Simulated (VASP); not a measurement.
Runs of VASP 6.6.1 on AlIn2N3. The structure is that of space group Cmc2_1 (No. 36), or close to it. The cells are those of the table. 

```tsv
cell	cutoff (eV)	gap on the mesh (eV)	pressure (GPa)	largest force (eV/Å)
a = 5.647, b = 5.647, c = 5.197 Å, angles 90.0, 90.0, 59.7°, 12 atoms	520	1.49	(a)	0.01
a = 5.820, b = 5.820, c = 5.386 Å, angles 90.0, 90.0, 59.8°, 12 atoms	520	1.08	5.2	0.03
a = 5.700, b = 5.700, c = 5.282 Å, angles 90.0, 90.0, 59.8°, 12 atoms	520	(c)	17.6	0.02
a = 5.763, b = 5.763, c = 5.325 Å, angles 90.0, 90.0, 59.8°, 12 atoms	520	1.22	11.2	0.02
a = 5.965, b = 5.965, c = 5.385 Å, angles 90.0, 90.0, 59.8°, 12 atoms	600	(b)	(d)	0.03
```

Alike in all rows: task single point; level PBEsol; potentials or basis VASP PAW PBE potentials, release 64 (Al, In_d, N); no spin polarisation; k mesh 6 × 6 × 6; smearing gaussian 0.02 eV.

Q: Fill in the values left out.

A: (a) 26.5; (b) 0.89; (c) 1.32; (d) -2.9.

Caveats: the PAW data sets were made with another functional, which shifts forces and pressure a little; spin-orbit coupling is left out, which moves the levels of the heavy elements.

A k mesh can miss the band edges, and the runs leave out spin-orbit coupling on In.
